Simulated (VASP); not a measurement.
Write the native input for VASP 6.6.1 that does the following.

| Item | Value |
| --- | --- |
| Task | relaxation of cell and atoms |
| Functional | PBE |
| Potentials or basis | VASP PAW PBE potentials, release 64 (Hf_pv, Se, S) |
| Cutoff | 600 eV |
| k mesh | 6 × 6 × 2 |
| Occupations | gaussian, width 0.1 eV |
| Spin | no spin polarisation |
| Dipole correction | no |
| Further INCAR settings | ALGO = Normal; EDIFF = 1e-06; IBRION = 2; EDIFFG = -0.04; NSW = 90; ISIF = 3 |

The structure of HfSeS4 lies in POSCAR:

```
HfSeS4
1.0
    3.3299137037      0.0000000000      0.0000000000
    0.0000000000      3.3299137037      0.0000000000
    0.0000000000      0.0000000000      9.6776938992
Hf Se S
1 1 4
Direct
    0.5000000000      0.5000000000      0.5000000000
    0.0000000000      0.0000000000      0.0000000000
    0.0000000000      0.0000000000      0.6402510518
    0.5000000000      0.5000000000      0.1464976618
    0.5000000000      0.5000000000      0.8535023382
    0.0000000000      0.0000000000      0.3597489482
```

The cell was generated, and may not be a known phase.

These files were run (other wordings do the same):

INCAR

```
PREC = Accurate
ENCUT = 600
EDIFF = 1E-6
ISMEAR = 0
SIGMA = 0.1
LREAL = F
LASPH = T
NELM = 60
ALGO = Normal
ISIF = 3
LWAVE = F
LCHARG = F
GGA = PE
IBRION = 2
NSW = 90
EDIFFG = -0.04
```

KPOINTS

```
regular mesh
0
Gamma
  6 6 2
```

Potentials or basis: VASP PAW PBE potentials, release 64 (Hf_pv, Se, S).

Command:

```bash
$ cat potpaw_PBE.64/Hf_pv/POTCAR potpaw_PBE.64/Se/POTCAR potpaw_PBE.64/S/POTCAR > POTCAR
$ mpirun -np 1 vasp_std > vasp.out
```

It gave:

```json
{
  "Relaxed volume": "17.81 Å³/atom",
  "Relaxed cell": "a = 3.309 Å, b = 3.309 Å, c = 9.759 Å, α = 90.00°, β = 90.00°, γ = 90.00°",
  "Space group after relaxing (to 0.1 Å)": "P4/mmm (No. 123)",
  "Energy gained by relaxing": "1.5 meV/atom",
  "Ionic steps": "7",
  "Pressure after relaxing": "0.0 GPa",
  "Largest force after relaxing": "0.037 eV/Å",
  "Band gap on the k mesh": "zero (bands 20 and 21 overlap by 1.45 eV)"
}
```

Caveat: spin-orbit coupling is left out, which moves the levels of the heavy elements.

Wall time 110 s on 1 thread of Intel(R) Xeon(R) 6975P-C (Granite Rapids), on a shared host, peak memory 0.29 GiB.
